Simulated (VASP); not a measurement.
A run of VASP 6.6.1:

File INCAR:

```
SYSTEM = CaMg
PREC = Accurate
ENCUT = 520
EDIFF = 1E-6
ISMEAR = 0
SIGMA = 0.15
LREAL = .False.
LASPH = .True.
NELM = 100
ALGO = Normal
ISIF = 2
LWAVE = .False.
LCHARG = .False.
NBANDS = 13
```

Contents of KPOINTS:

```
Automatic mesh
0
Gamma
  12 12 12
  0 0 0
```

Contents of POSCAR:

```
CaMg
1.0
    3.7618148612      0.0000000000      0.0000000000
    0.0000000000      3.7618148612      0.0000000000
    0.0000000000      0.0000000000      3.7618148612
Ca Mg
1 1
Direct
    0.0128258732      0.0000000000      0.0000000000
    0.4788506338      0.5000000000      0.5000000000
```

Potentials or basis: VASP PAW LDA potentials, release 64 (Ca_sv, Mg).

Command:

```sh
$ cat potpaw_LDA.64/Ca_sv/POTCAR potpaw_LDA.64/Mg/POTCAR > POTCAR
$ mpirun -np 1 vasp_std > vasp.out
```

Hardware: 1 thread of Intel(R) Xeon(R) 6975P-C (Granite Rapids) (shared host).

Task: Estimate the wall time of this run.

Result: Run time: 37 s on 1 thread of Intel(R) Xeon(R) 6975P-C (Granite Rapids) (shared host), peak memory 0.26 GiB. Counts: scf iterations 11, k points 196.
